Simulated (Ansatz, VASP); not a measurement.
# Sn: VASP beside Ansatz

```xyz
4
Lattice="4.6105 0.0000 0.0000 -2.3052 3.9928 0.0000 0.0000 0.0000 7.5803" Properties=species:S:1:pos:R:3 pbc="T T T"
Sn    2.3052    1.3309    0.4751
Sn    0.0000    2.6619    4.2652
Sn    2.3052    1.3309    3.3151
Sn    0.0000    2.6619    7.1052
```

Alike in both runs: functional PBEsol; k mesh 12 × 12 × 6; occupations gaussian, width 0.1 eV; no spin polarisation.

Ansatz relaxed the structure, and its values are those at the end. VASP's run is a single point on that final structure, the one shown.

```csv
,VASP,Ansatz
version,VASP 6.6.1,Ansatz 0.2.0
potentials or method,"VASP PAW PBE potentials, release 64 (Sn_d), cutoff 500 eV","scalar-relativistic, plane waves, PAW"
valence electrons in the cell,56,56
```

Ansatz gave:

```
gap on the k mesh at the Fermi level (eV) : none
pressure (GPa)                            : 0.0
```

Problem. Which values does VASP return?

Solution. gap on the k mesh at the Fermi level (eV): none; pressure (GPa): -0.1.

VASP's potentials were made for PBE, not for PBEsol. A gap of «none» marks a metal or a gap that the smearing closes.
